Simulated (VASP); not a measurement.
# Ce (Fm-3m) in VASP: notebook

Runs on Ce. Level: PBE. Tasks: single point.

All numbers are computed with VASP 6.6.1; they aren't measurements. Logs are shortened: lines on timing, memory, paths and dates and some standing lists are left out, and cuts for length are marked.

## Step 1: The cell of the first run

It takes space group Fm-3m (No. 225, cubic). Conventional cell: a = 4.755 Å, b = 4.755 Å, c = 4.755 Å, α = 90.00°, β = 90.00°, γ = 90.00°. Ce (site symmetry m-3m) has 12 Ce at 3.36 Å within 4.4 Å.

## Step 2: Single point, PBE

File INCAR:

```
ALGO     = Normal         # electronic algorithm
EDIFF    = 1E-6           # SCF threshold, eV
ENCUT    = 520            # plane-wave cutoff, eV
GGA      = PE             # functional
ISIF     = 2              # what is computed and relaxed
ISMEAR   = -1             # smearing method
LASPH    = T              # aspherical terms in the spheres
LCHARG   = T              # write CHGCAR
LELF     = T              # ELF
LREAL    = F              # projectors in reciprocal space
LVHAR    = T            
LWAVE    = F              # write WAVECAR
NBANDS   = 12             # bands
NELM     = 100            # most SCF steps
PREC     = Accurate       # precision mode
SIGMA    = 0.1            # smearing width, eV
```

File KPOINTS:

```
k-points
0
Gamma
  15 15 15
```

File POSCAR:

```
Ce
1.0
    0.0000000000      2.3774557595      2.3774557595
    2.3774557595      0.0000000000      2.3774557595
    2.3774557595      2.3774557595      0.0000000000
Ce
1
Direct
    0.0000000000      0.0000000000      0.0000000000
```

Potentials or basis: VASP PAW PBE potentials, release 64 (Ce).

Launch:

```
$ cat potpaw_PBE.64/Ce/POTCAR > POTCAR
$ mpirun -np 1 vasp_std > vasp.out
```

OUTCAR:

```text
EDIFF = 1E-6
   ENCUT = 520
   GGA = PE
   ISIF = 2
   ISMEAR = -1
   LASPH = T
   LREAL = F
   NELM = 100
   PREC = Accurate

 ion  position               nearest neighbor table
   1  0.000  0.000  0.000-

  LATTYP: Found a face centered cubic cell.
 ALAT       =     4.7549115190

  Lattice vectors:

 A1 = (   0.0000000000,   2.3774557595,   2.3774557595)
 A2 = (   2.3774557595,   0.0000000000,   2.3774557595)
 A3 = (   2.3774557595,   2.3774557595,   0.0000000000)

Analysis of symmetry for initial positions (statically):
=====================================================================
 Subroutine PRICEL returns:
 Original cell was already a primitive cell.

 Routine SETGRP: Setting up the symmetry group for a
 face centered cubic supercell.

 Subroutine GETGRP returns: Found 48 space group operations
 (whereof 48 operations were pure point group operations)
 out of a pool of 48 trial point group operations.

The static configuration has the point symmetry O_h .

Analysis of symmetry for dynamics (positions and initial velocities):
=====================================================================
 Subroutine PRICEL returns:
 Original cell was already a primitive cell.

 Routine SETGRP: Setting up the symmetry group for a
 face centered cubic supercell.

 Subroutine GETGRP returns: Found 48 space group operations
 (whereof 48 operations were pure point group operations)
 out of a pool of 48 trial point group operations.

The dynamic configuration has the point symmetry O_h .

 Subroutine INISYM returns: Found 48 space group operations
 (whereof 48 operations are pure point group operations),
 and found     1 'primitive' translations

----------------------------------------------------------------------------------------

                                     Primitive cell

  volume of cell :      26.8762

  direct lattice vectors                    reciprocal lattice vectors
     0.000000000  2.377455760  2.377455760    -0.210308856  0.210308856  0.210308856
     2.377455760  0.000000000  2.377455760     0.210308856 -0.210308856  0.210308856
     2.377455760  2.377455760  0.000000000     0.210308856  0.210308856 -0.210308856

  length of vectors
     3.362230179  3.362230179  3.362230179     0.364265623  0.364265623  0.364265623

  position of ions in fractional coordinates (direct lattice)
     0.000000000  0.000000000  0.000000000

  ion indices of the primitive-cell ions
   primitive index   ion index
                 1           1

----------------------------------------------------------------------------------------

 KPOINTS: k-points

Automatic generation of k-mesh.
 Grid dimensions read from file:
 generate k-points for:   15   15   15

 Generating k-lattice:

  Cartesian coordinates                     Fractional coordinates (reciprocal lattice)
    -0.014020590  0.014020590  0.014020590     0.066666667  0.000000000  0.000000000
     0.014020590 -0.014020590  0.014020590     0.000000000  0.066666667  0.000000000
     0.014020590  0.014020590 -0.014020590     0.000000000  0.000000000  0.066666667

  Length of vectors
     0.024284375  0.024284375  0.024284375

  Shift w.r.t. Gamma in fractional coordinates (k-lattice)
     0.000000000  0.000000000  0.000000000

 Subroutine IBZKPT returns following result:
 ===========================================

 Found    120 irreducible k-points:

 Following reciprocal coordinates:
            Coordinates               Weight
  0.000000  0.000000  0.000000      1.000000
  0.066667  0.000000  0.000000      8.000000
  0.133333  0.000000  0.000000      8.000000
  0.200000  0.000000  0.000000      8.000000
  0.266667  0.000000  0.000000      8.000000
  0.333333  0.000000  0.000000      8.000000
[... 16 lines left out ...]
  0.133333  0.133333  0.000000      6.000000
  0.200000  0.133333  0.000000     24.000000
 [... further k-points ...]
   k-points           NKPTS =    120   k-points in BZ     NKDIM =    120   number of bands    NBANDS=     12
   number of dos      NEDOS =    301   number of ions     NIONS =      1
   total plane-waves  NPLWV =  21952
   dimension x,y,z NGX =    28 NGY =   28 NGZ =   28
   dimension x,y,z NGXF=    56 NGYF=   56 NGZF=   56
   ions per type =               1
   NGX,Y,Z   is equivalent  to a cutoff of  13.84, 13.84, 13.84 a.u.
   NGXF,Y,Z  is equivalent  to a cutoff of  27.69, 27.69, 27.69 a.u.
 SYSTEM =  unknown system
   PREC   = accura    normal or accurate (medium, high low for compatibility)
   ISTART =      0    job   : 0-new  1-cont  2-samecut
   ICHARG =      2    charge: 1-file 2-atom 10-const
   ISPIN  =      1    spin polarized calculation?
   LNONCOLLINEAR =      F non collinear calculations
   LSORBIT =      F    spin-orbit coupling
   LASPH  =      T    aspherical Exc in radial PAW
   ENCUT  =  520.0 eV  38.22 Ry    6.18 a.u.   6.25  6.25  6.25*2*pi/ulx,y,z
   NELM   =    100;   NELMIN=  2; NELMDL= -5     # of ELM steps
   EDIFF  = 0.1E-05   stopping-criterion for ELM
   LREAL  =      F    real-space projection
   EDIFFG = 0.1E-04   stopping-criterion for IOM
   NSW    =      0    number of steps for IOM
   IBRION =     -1    ionic relax: 0-MD 1-quasi-New 2-CG
   NFREE  =      0    steps in history (QN), initial steepest desc. (CG)
   ISIF   =      2    stress and relaxation
   ISYM   =      2    0-nonsym 1-usesym 2-fastsym
   POTIM  = 0.5000    time-step for ionic-motion
   TEBEG  =    0.0;   TEEND  =   0.0 temperature during run
   PSTRESS=    0.0 pullay stress
   NELECT =      12.0000    total number of electrons
   NUPDOWN=      -1.0000    fix difference up-down
   EMIN   =  10.00;   EMAX   =-10.00  energy-range for DOS
   EFERMI =   0.00;   METHOD = LEGACY
   ISMEAR =    -1;   SIGMA  =   0.10  broadening in eV -4-tet -1-fermi 0-gaus
   EFERMI_NEDOS =   21; number of points for ismear=-14 and -15
   IALGO  =     38    algorithm
   IMIX   =      4    mixing-type and parameters
     AMIX     =   0.40;   BMIX     =  1.00
     AMIX_MAG =   1.60;   BMIX_MAG =  1.00
  volume/ion in A,a.u.               =      26.88       181.37
  Fermi-wavevector in a.u.,A,eV,Ry     =   1.251256  2.364531 21.301843  1.565641
  Thomas-Fermi vector in A             =   2.385212
   LORBIT       =      0    0 simple, 1 ext, 2 COOP (PROOUT), +10 PAW based schemes
   GGA     = PE    functional components
   LHFCALC =     F    Hartree Fock is set to
   AEXX    =    0.0000 exact exchange contribution
   IVDW    =     0    specifies the selected vdW correction
   LEPSILON=     F    determine dielectric tensor
   LRPA    =     F    only Hartree local field effects (RPA)
 non-spin polarized calculation
  energy-cutoff  :      520.00
  volume of cell :       26.88
 maximum number of plane-waves:       745
 NGX is ok and might be reduce to    28
   NGX = 13   NGY = 13   NGZ = 13

 number of electron      12.0000000 magnetization

 Free energy of the ion-electron system (eV)
  ---------------------------------------------------
  ext. energy  EPLUGINS =         0.00000000
  ---------------------------------------------------
  free energy    TOTEN  =        -5.97430962 eV

  energy without entropy =       -5.87579874  energy(sigma->0) =       -5.92505418

 E-fermi :   9.2441     XC(G=0): -11.2132

 val. band max:        9.2342944564   @ k =  -0.1333   0.2000   0.0667
 cond. band min:       9.2536899725   @ k =   0.3333   0.1333   0.0667
 fundamental gap:      0.0193955161
 Fermi energy:         9.2440974186

 k-point     1 :       0.0000    0.0000    0.0000
  band No.  band energies     occupation
      1     -25.4838      2.00000
      2      -6.7199      2.00000
      3      -6.7199      2.00000
      4      -6.7199      2.00000
      5       6.3296      2.00000
      6       9.0864      1.65758
      7       9.6609      0.03049
      8       9.6609      0.03049
      9       9.6609      0.03049
     10      10.3995      0.00002
     11      10.3995      0.00002
     12      10.3995      0.00002

 k-point     2 :       0.0667    0.0000    0.0000
  band No.  band energies     occupation
      1     -25.4636      2.00000
      2      -6.8639      2.00000
      3      -6.7357      2.00000
      4      -6.7357      2.00000
      5       6.5276      2.00000
      6       9.0311      1.78751
      7       9.6436      0.03614
      8       9.6681      0.02839
      9       9.6681      0.02839
     10      10.2808      0.00006
     11      10.2808      0.00006
     12      10.4005      0.00002

 k-point     3 :       0.1333    0.0000    0.0000
  band No.  band energies     occupation
      1     -25.4056      2.00000
      2      -7.2535      2.00000
      3      -6.7800      2.00000
      4      -6.7800      2.00000
      5       7.0275      2.00000
      6       8.9294      1.91756
      7       9.5936      0.05888
      8       9.6901      0.02285
      9       9.6901      0.02285
     10      10.1097      0.00035
     11      10.1097      0.00035
     12      10.4032      0.00002

 k-point     4 :       0.2000    0.0000    0.0000
  band No.  band energies     occupation
      1     -25.3188      2.00000
      2      -7.7881      2.00000
      3      -6.8442      2.00000
      4      -6.8442      2.00000
      5       7.4962      2.00000
      6       9.0129      1.81973
      7       9.5192      0.12005
      8       9.7264      0.01596
      9       9.7264      0.01596
     10       9.9837      0.00123
     11       9.9837      0.00123
     12      10.4072      0.00002

 k-point     5 :       0.2667    0.0000    0.0000
  band No.  band energies     occupation
      1     -25.2164      2.00000
      2      -8.3571      2.00000
      3      -6.9165      2.00000
      4      -6.9165      2.00000
      5       7.5700      2.00000
      6       9.3478      0.52358
      7       9.5125      0.12788
      8       9.7658      0.01079
      9       9.7658      0.01079
     10       9.9207      0.00230
     11       9.9207      0.00230
     12      10.4119      0.00002
[... 228 lines left out ...]
      1     -25.3631      2.00000
      2      -7.4684      2.00000
      3      -6.9106      2.00000
      4      -6.7712      2.00000
      5       7.3729      2.00000
      6       8.8587      1.95850
      7       9.5340      0.10439
      8       9.6929      0.02223
      9       9.7378      0.01425
     10      10.0334      0.00075
     11      10.0652      0.00054
     12      10.3740      0.00002

 k-point    22 :      -0.0667    0.0667    0.0000
  band No.  band energies     occupation
      1     -25.4307      2.00000
      2      -7.0582      2.00000
      3      -6.8161      2.00000
      4      -6.7373      2.00000
      5       6.8336      2.00000
      6       8.9492      1.90039
      7       9.6054      0.05255
      8       9.6725      0.02721
      9       9.6968      0.02139
     10      10.1750      0.00018
     11      10.1785      0.00017
     12      10.3828      0.00002

 k-point    23 :       0.1333    0.1333    0.0000
  band No.  band energies     occupation
      1     -25.3797      2.00000
      2      -7.2329      2.00000
      3      -6.8978      2.00000
      4      -6.8978      2.00000
      5       7.2909      2.00000
      6       8.7609      1.98419
      7       9.5050      0.13709
      8       9.7286      0.01561
      9       9.7286      0.01561
     10      10.1217      0.00031
     11      10.1217      0.00031
     12      10.2653      0.00007

 k-point    24 :       0.2000    0.1333    0.0000
  band No.  band energies     occupation
      1     -25.3150      2.00000
      2      -7.5814      2.00000
      3      -6.9843      2.00000
      4      -6.9600      2.00000
      5       7.7579      2.00000
      6       8.6172      1.99622
      7       9.4281      0.27400
      8       9.7657      0.01080
      9       9.7659      0.01078
     10      10.0370      0.00072
     11      10.0469      0.00065
     12      10.2384      0.00010

 [... further k-points ...]
[... 5 lines left out ...]
  --------------------------------------------------------------------------------------
  -------------------------------------------------------------------------------------
  Total       -0.0431731     -0.0431731     -0.0431731      0.0000000      0.0000000      0.0000000
  in kB       -2.5736898     -2.5736898     -2.5736898      0.0000000      0.0000000      0.0000000
  external PRESSURE =      -2.5736898 kB  Pullay stress =       0.0000000 kB

 VOLUME and BASIS-vectors are now :
 -----------------------------------------------------------------------------
  energy-cutoff  :      520.00
  volume of cell :       26.88
      direct lattice vectors                 reciprocal lattice vectors
     0.000000000  2.377455760  2.377455760    -0.210308856  0.210308856  0.210308856
     2.377455760  0.000000000  2.377455760     0.210308856 -0.210308856  0.210308856
     2.377455760  2.377455760  0.000000000     0.210308856  0.210308856 -0.210308856

 POSITION                                       TOTAL-FORCE (eV/Angst)
 -----------------------------------------------------------------------------------
      0.00000      0.00000      0.00000         0.000000     -0.000000      0.000000
 -----------------------------------------------------------------------------------
    total drift:                                0.000000     -0.000000      0.000000

  FREE ENERGIE OF THE ION-ELECTRON SYSTEM (eV)
  ---------------------------------------------------
  free  energy   TOTEN  =        -5.9743096190 eV

  energy  without entropy=       -5.8757987388  energy(sigma->0) =       -5.92505418
```

It took 51 s on 1 thread of Intel Xeon 6975P-C, shared host; peak memory 0.2 GiB.

What came out:

```
Free energy            : -5.9743 eV
Pressure               : -0.3 GPa
Band gap on the k mesh : zero (band 6 reaches 9.56 eV, above the bottom of band 7 at 9.15 eV)
```

Levels at points of the mesh, in eV from the Fermi level:
| k point | band 2 | band 3 | band 4 | band 5 | band 6 | band 7 | band 8 | band 9 | band 10 | band 11 |
| --- | --- | --- | --- | --- | --- | --- | --- | --- | --- | --- |
| (0.00, 0.00, 0.00) | -15.96 | -15.96 | -15.96 | -2.91 | -0.16 | 0.42 | 0.42 | 0.42 | 1.16 | 1.16 |

Caveat: spin-orbit coupling is left out, which moves the levels of the heavy elements. Spin polarisation is off, so any magnetic state and its effect on volume and gap are missing.

## Step 3: Single point, PBE

File INCAR:

```
ALGO = Normal ; EDIFF = 1E-7
ENCUT = 520 ; GGA = PE
ISIF = 2 ; ISMEAR = -1
LASPH = T ; LCHARG = F
LREAL = F ; LWAVE = F
NBANDS = 12 ; NELM = 60
PREC = Accurate ; SIGMA = 0.1
```

File KPOINTS:

```
k-points
0
Gamma
  17 17 17
```

POSCAR is that of step 2.

Potentials or basis: VASP PAW PBE potentials, release 64 (Ce).

Launch:

```
$ cat potpaw_PBE.64/Ce/POTCAR > POTCAR
$ mpirun -np 1 vasp_std > vasp.out
```

It took 70 s on 1 thread of Intel Xeon 6975P-C, shared host; peak memory 0.22 GiB.

The run converged. Its results:

| Property | Result |
| --- | --- |
| Free energy | -5.9742 eV |
| Pressure | -0.3 GPa |
| Band gap on the k mesh | zero (band 6 reaches 9.59 eV, above the bottom of band 7 at 9.05 eV) |

Levels at points of the mesh, in eV from the Fermi level:
```csv
k point,band 2,band 3,band 4,band 5,band 6,band 7,band 8,band 9,band 10,band 11
"(0.00, 0.00, 0.00)",-15.97,-15.97,-15.97,-2.92,-0.16,0.41,0.41,0.41,1.15,1.15
```

Caveat: spin-orbit coupling is left out, which moves the levels of the heavy elements.

(Part 1 of 2 ends here.)
